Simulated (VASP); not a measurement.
Runs of VASP 6.6.1 on TaWC2. The structure is that of space group R-3m (No. 166), or close to it. The cells are those of the table. 

| level | potentials or basis | U | cell | k mesh | gap on the mesh (eV) | pressure (GPa) | largest force (eV/Å) |
| --- | --- | --- | --- | --- | --- | --- | --- |
| LDA+U | VASP PAW LDA potentials, release 64 (W_sv, Ta_pv, C) | Ta d U = 3.0 eV, W d U = 3.0 eV | a = 5.415 Å, angles 33.8°, 4 atoms | 10 × 10 × 10 | none | -7.9 | 0.09 |
| LDA | VASP PAW LDA potentials, release 64 (W_sv, Ta_pv, C) | - | a = 5.451 Å, angles 33.8°, 4 atoms | 10 × 10 × 10 | none | (a) | 0.08 |
| LDA | VASP PAW LDA potentials, release 64 (W_sv, Ta_pv, C) | - | a = 5.486 Å, angles 33.8°, 4 atoms | 10 × 10 × 10 | none | (b) | 0.07 |
| LDA | VASP PAW LDA potentials, release 64 (W_sv, Ta_pv, C) | - | a = 5.342 Å, angles 33.8°, 4 atoms | 10 × 10 × 10 | none | -0.7 | 0.09 |
| PBE | VASP PAW PBE potentials, release 64 (W_sv, Ta_pv, C) | - | a = 5.608 Å, angles 32.6°, 4 atoms | 8 × 8 × 8 | none | -14.0 | 0.07 |

Alike in all rows: task single point; no spin polarisation; cutoff (eV) 520; smearing fermi-dirac 0.05 eV.

Task: Fill in the values left out.

Result: (a) -20.9; (b) -26.2.

Caveats: spin-orbit coupling is left out, which moves the levels of the heavy elements; the cell stands under tension (at least some runs); U without spin polarisation on a metal has little footing (at least some runs); the U is typed as a test and isn't derived for this compound (at least some runs).

A k mesh can miss the band edges, and the runs leave out spin-orbit coupling on Ta, W.

A gap of «none» marks levels without a gap at the run's occupations.
